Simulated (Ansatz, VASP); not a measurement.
**One calculation of AlN, two programs**

Contents of POSCAR:

```
AlN
1.0
   -3.1066653375      0.0000000000      0.0000000000
   -1.5533326688     -2.6904511034      0.0000000000
   -0.3106665338      0.0000000000      9.9568096770
Al N
4 4
Direct
    0.2428736882      0.3333333333      0.9045964511
    0.2928736882      0.3333333333      0.4045964511
    0.6512070216      0.6666666667      0.1545964511
    0.6012070216      0.6666666667      0.6545964511
    0.3237929784      0.3333333333      0.0954035489
    0.2737929784      0.3333333333      0.5954035489
    0.6321263118      0.6666666667      0.3454035489
    0.5821263118      0.6666666667      0.8454035489
```

File INCAR.step1:

```
ALGO     = Normal         # electronic algorithm
EDIFF    = 1E-4           # SCF threshold, eV
ENCUT    = 520            # plane-wave cutoff, eV
GGA      = PE             # functional
ISMEAR   = 0              # smearing method
LASPH    = T              # aspherical terms in the spheres
LCHARG   = F              # write CHGCAR
LREAL    = F              # projectors in reciprocal space
LWAVE    = T              # write WAVECAR
NBANDS   = 26             # bands
NELM     = 60             # most SCF steps
PREC     = Accurate       # precision mode
SIGMA    = 0.05           # smearing width, eV
```

The input INCAR.step2:

```
ALGO     = Normal         # electronic algorithm
EDIFF    = 1E-7           # SCF threshold, eV
ENCUT    = 520            # plane-wave cutoff, eV
ISIF     = 2              # what is computed and relaxed
ISMEAR   = 0              # smearing method
ISTART   = 1            
LASPH    = T              # aspherical terms in the spheres
LCHARG   = F              # write CHGCAR
LMIXTAU  = T            
LREAL    = F              # projectors in reciprocal space
LWAVE    = F              # write WAVECAR
METAGGA  = R2SCAN         # meta-GGA
NBANDS   = 26             # bands
NELM     = 60             # most SCF steps
PREC     = Accurate       # precision mode
SIGMA    = 0.05           # smearing width, eV
```

File KPOINTS:

```
k-points
0
Gamma
  8 8 3
```

Input for Ansatz:

```yaml
crystal:
  lattice:
    - [-3.1066653375, 0.0, 0.0]
    - [-1.5533326688, -2.6904511034, 0.0]
    - [-0.3106665338, 0.0, 9.956809677]
  atoms:
    - { symbol: Al, position: [0.2428736882, 0.3333333333, 0.9045964511] }
    - { symbol: Al, position: [0.2928736882, 0.3333333333, 0.4045964511] }
    - { symbol: Al, position: [0.6512070216, 0.6666666667, 0.1545964511] }
    - { symbol: Al, position: [0.6012070216, 0.6666666667, 0.6545964511] }
    - { symbol: "N", position: [0.3237929784, 0.3333333333, 0.0954035489] }
    - { symbol: "N", position: [0.2737929784, 0.3333333333, 0.5954035489] }
    - { symbol: "N", position: [0.6321263118, 0.6666666667, 0.3454035489] }
    - { symbol: "N", position: [0.5821263118, 0.6666666667, 0.8454035489] }
basis:
  ecutwfc: 500
kpoints:
  mp_grid: { grid: [8, 8, 3] }
hamiltonian:
  xc: r2scan
scf:
  occupations: { method: gaussian, width: 0.05 }
output:
  forces: true
  stress: true
  eigenvalues: true
```

Alike in both runs: task single point; functional r2SCAN; k mesh 8 × 8 × 3; occupations gaussian, width 0.05 eV; no spin polarisation.

```csv
,VASP,Ansatz
version,VASP 6.6.1,Ansatz 0.2.0
potentials or method,"VASP PAW PBE potentials, release 64 (Al, N), cutoff 520 eV","scalar-relativistic, plane waves, PAW"
valence electrons in the cell,32,32
```

Ansatz gave:

| Property | Result |
| --- | --- |
| gap on the k mesh at the Fermi level (eV) | 4.74 |
| least direct gap on the mesh (eV) | 4.74 |
| pressure (GPa) | -0.2 |
| traceless stress, the component that is largest in VASP (GPa) | 3.46 |
| rms of the force components (eV/Å) | 0.191 |

What did VASP give for the same quantities?

gap on the k mesh at the Fermi level (eV): 4.78; least direct gap on the mesh (eV): 4.78; pressure (GPa): -0.6; traceless stress, the component that is largest in VASP (GPa): 3.48; rms of the force components (eV/Å): 0.192.

VASP's potentials were made for PBE, not for r2SCAN. Atom by atom the forces differ by 0.001 eV/Å (rms over components).
